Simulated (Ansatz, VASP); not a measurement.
## Ca3F in VASP and in Ansatz

INCAR

```
SYSTEM = Ca3F
PREC     = Accurate       ! precision mode
ENCUT    = 600            ! plane-wave cutoff, eV
EDIFF    = 1E-6           ! SCF threshold, eV
ISMEAR   = 0              ! smearing method
SIGMA    = 0.1            ! smearing width, eV
LREAL    = .False.        ! projectors in reciprocal space
LASPH    = .True.         ! aspherical terms in the spheres
NELM     = 60             ! most SCF steps
ALGO     = Normal         ! electronic algorithm
ISIF     = 3              ! what is computed and relaxed
LWAVE    = .False.        ! write WAVECAR
LCHARG   = .False.        ! write CHGCAR
GGA      = PE             ! functional
IBRION   = 2              ! ionic algorithm
NSW      = 90             ! ionic steps
EDIFFG   = -0.04          ! ionic threshold
```

File KPOINTS:

```
Automatic mesh
0
Gamma
  4 4 4
  0 0 0
```

Contents of POSCAR:

```
Ca3F
1.0
    4.5322132360      0.0000000000      0.0000000000
    0.0000000000      4.5322132360      0.0000000000
    0.0000000000      0.0000000000      4.5322132360
Ca F
3 1
Direct
    0.0000000000      0.5000000000      0.5000000000
    0.5000000000      0.0000000000      0.5000000000
    0.5000000000      0.5000000000      0.0000000000
    0.0000000000      0.0000000000      0.0000000000
```

Input for Ansatz:

```yaml
crystal:
  lattice:
    - [4.532213236, 0.0, 0.0]
    - [0.0, 4.532213236, 0.0]
    - [0.0, 0.0, 4.532213236]
  atoms:
    - { symbol: Ca, position: [0.0, 0.5, 0.5] }
    - { symbol: Ca, position: [0.5, 0.0, 0.5] }
    - { symbol: Ca, position: [0.5, 0.5, 0.0] }
    - { symbol: F, position: [0.0, 0.0, 0.0] }
basis:
  ecutwfc: 420
kpoints:
  mp_grid: { grid: [4, 4, 4] }
hamiltonian:
  xc: pbe
scf:
  occupations: { method: gaussian, width: 0.1 }
  lower_state_search: "off"
output:
  forces: true
  stress: true
  eigenvalues: true
relax:
  adjacent_minimum: "off"
  f_tol: 0.04
  max_steps: 70
  cell: { stress_tol: 0.4 }
```

Alike in both runs: task relaxation of cell and atoms; functional PBE; k mesh 4 × 4 × 4; occupations gaussian, width 0.1 eV; no spin polarisation.

|  | VASP | Ansatz |
| --- | --- | --- |
| version | VASP 6.6.1 | Ansatz 0.2.0 |
| potentials or method | VASP PAW PBE potentials, release 64 (Ca_sv, F), cutoff 600 eV | scalar-relativistic, plane waves, PAW |
| valence electrons in the cell | 37 | 37 |

Ansatz gave:

```
gap on the k mesh at the Fermi level, each at its own relaxed structure (eV) : none
relaxed volume (Å³/atom)                                                     : 35.40
relaxed cell length with the largest relative difference (Å)                 : 5.212
```

Task: What did VASP give for the same quantities?

Result: gap on the k mesh at the Fermi level, each at its own relaxed structure (eV): none; relaxed volume (Å³/atom): 34.15; relaxed cell length with the largest relative difference (Å): 5.150.

A gap of «none» marks a metal or a gap that the smearing closes.

Noted on VASP's run: the volume moved by over 15 % at a fixed basis, so the end points are rough.
